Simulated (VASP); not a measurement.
A run of VASP 6.6.1 is set up as follows.

The input INCAR:

```
PREC     = Accurate       # precision mode
ENCUT    = 520            # plane-wave cutoff, eV
EDIFF    = 1E-7           # SCF threshold, eV
ISMEAR   = 0              # smearing method
SIGMA    = 0.15           # smearing width, eV
LREAL    = F              # projectors in reciprocal space
LASPH    = T              # aspherical terms in the spheres
NELM     = 80             # most SCF steps
ALGO     = Normal         # electronic algorithm
ISIF     = 2              # what is computed and relaxed
LWAVE    = F              # write WAVECAR
LCHARG   = T              # write CHGCAR
GGA      = PS             # functional
LELF     = T              # ELF
LVHAR    = T            
NBANDS   = 10             # bands
```

Contents of KPOINTS:

```
Automatic mesh
0
Gamma
  18 18 10
```

File POSCAR:

```
Al
1.0
    2.6901000000      0.0000000000      0.0000000000
   -1.3450500000      2.3296949387      0.0000000000
    0.0000000000      0.0000000000      4.4899000000
Al
2
Direct
    0.6666666667      0.3333333333      0.7500000000
    0.3333333333      0.6666666667      0.2500000000
```

Potentials or basis: VASP PAW PBE potentials, release 64 (Al).

The run is started by

```console
$ cat potpaw_PBE.64/Al/POTCAR > POTCAR
$ mpirun -np 1 vasp_std > vasp.out
```

**Question.** What does it give for the pressure?

**Answer.** 16.3 GPa.

**Question.** Estimate the band gap on the k mesh.

**Answer.** Zero (band 3 reaches 13.96 eV, above the bottom of band 4 at 6.35 eV).

Stress tensor (GPa, compression positive):
```
16.68  0.00  0.00
 0.00 16.68  0.00
 0.00  0.00 15.45
```

Caveat: the PAW data sets were made with another functional, which shifts forces and pressure a little.
